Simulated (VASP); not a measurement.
Write the native input for VASP 6.6.1 that does the following.

```yaml
Task: single point
Functional: PBE
Potentials_or_basis: VASP PAW PBE potentials, release 64 (S, Ba_sv, Te)
Cutoff: 520 eV
k_mesh: 4 × 4 × 2
Occupations: gaussian, width 0.01 eV
Spin: non-collinear spin, zero start, spin-orbit coupling
Starting_moments: "[[0.0, 0.0, 0.0], [0.0, 0.0, 0.0], [0.0, 0.0, 0.0], [0.0, 0.0, 0.0]] μB"
Dipole_correction: no
Further_INCAR_settings: ALGO = Normal; EDIFF = 1e-06; NBANDS = 46
```

The structure of Ba2TeS lies in POSCAR:

```
Ba2TeS
1.0
    4.7926763298      0.0000000000      0.0000000000
    0.0000000000      4.7926763298      0.0000000000
    0.0000000000      0.0000000000      6.7839702371
S Ba Te
1 2 1
Direct
    0.0000000000      0.0000000000      0.0000000000
    0.0000000000      0.0000000000      0.5000000000
    0.5000000000      0.5000000000      0.0000000000
    0.5000000000      0.5000000000      0.5000000000
```

One way to write it, as run:

INCAR

```
PREC     = Accurate       # precision mode
ENCUT    = 520            # plane-wave cutoff, eV
EDIFF    = 1E-6           # SCF threshold, eV
ISMEAR   = 0              # smearing method
SIGMA    = 0.01           # smearing width, eV
LREAL    = False          # projectors in reciprocal space
LASPH    = True           # aspherical terms in the spheres
NELM     = 150            # most SCF steps
ALGO     = Normal         # electronic algorithm
ISIF     = 2              # what is computed and relaxed
LWAVE    = False          # write WAVECAR
LCHARG   = False          # write CHGCAR
LNONCOLLINEAR= True           # non-collinear magnetism
MAGMOM   = 0 0 0 0 0 0 0 0 0 0 0 0 # initial moments
LORBIT   = 11             # projections on sites
LSORBIT  = True           # spin-orbit coupling
GGA_COMPAT= False        
LORBMOM  = True         
GGA      = PE             # functional
NBANDS   = 46             # bands
```

KPOINTS

```
Automatic mesh
0
Gamma
  4 4 2
```

Potentials or basis: VASP PAW PBE potentials, release 64 (S, Ba_sv, Te).

Run with:

```bash
$ cat potpaw_PBE.64/S/POTCAR potpaw_PBE.64/Ba_sv/POTCAR potpaw_PBE.64/Te/POTCAR > POTCAR
$ mpirun -np 1 vasp_ncl > vasp.out
```

It gave:

| Quantity | Value |
| --- | --- |
| Pressure | 0.6 GPa |
| Net moment | 0.00 μB per cell |
| Valence electrons inside the program's atomic spheres | S 3.69; Ba 7.90, 7.85; Te 3.52 |

Caveat: the k points lie up to 0.46 Å⁻¹ apart.

Wall time 4.8 min on 1 thread of Oxide Virtual Turin-like Processor (shared host), peak memory 0.53 GiB.
